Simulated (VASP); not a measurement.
Runs of VASP 6.6.1 on HfSi4. The structure is that of space group Im-3m (No. 229), or close to it. The cells are those of the table. The cell was generated, and may not be a known phase.

```csv
task,cell,k mesh,cutoff (eV),gap on the mesh (eV),pressure (GPa),relaxed volume (Å³/atom)
relaxation of cell and atoms,"relaxed from a = 5.084 Å, angles 109.5°, 5 atoms",10 × 10 × 10,600,none,0.0,(b)
single point,"a = 5.084 Å, angles 109.5°, 5 atoms",4 × 4 × 4,520,none,0.5,-
relaxation of cell and atoms,"relaxed from a = 4.675 Å, angles 109.5°, 5 atoms",4 × 4 × 4,600,none,-0.2,(a)
single point,"a = 4.675 Å, angles 109.5°, 5 atoms",4 × 4 × 4,520,none,36.2,-
single point,"a = 5.100 Å, angles 109.5°, 5 atoms",10 × 10 × 10,520,none,0.4,-
```

Alike in all rows: level PBE; potentials or basis VASP PAW PBE potentials, release 64 (Hf_pv, Si); no spin polarisation; smearing gaussian 0.1 eV.

**Question.** Fill in the values left out.

**Answer.** (a) 20.41; (b) 20.54.

Caveats: some runs use coarse meshes; spin-orbit coupling is left out, which moves the levels of the heavy elements; the volume moved by over 15 % at a fixed basis, so the end points are rough (at least some runs).

A k mesh can miss the band edges, and the runs leave out spin-orbit coupling on Hf.

A gap of «none» marks levels without a gap at the run's occupations.
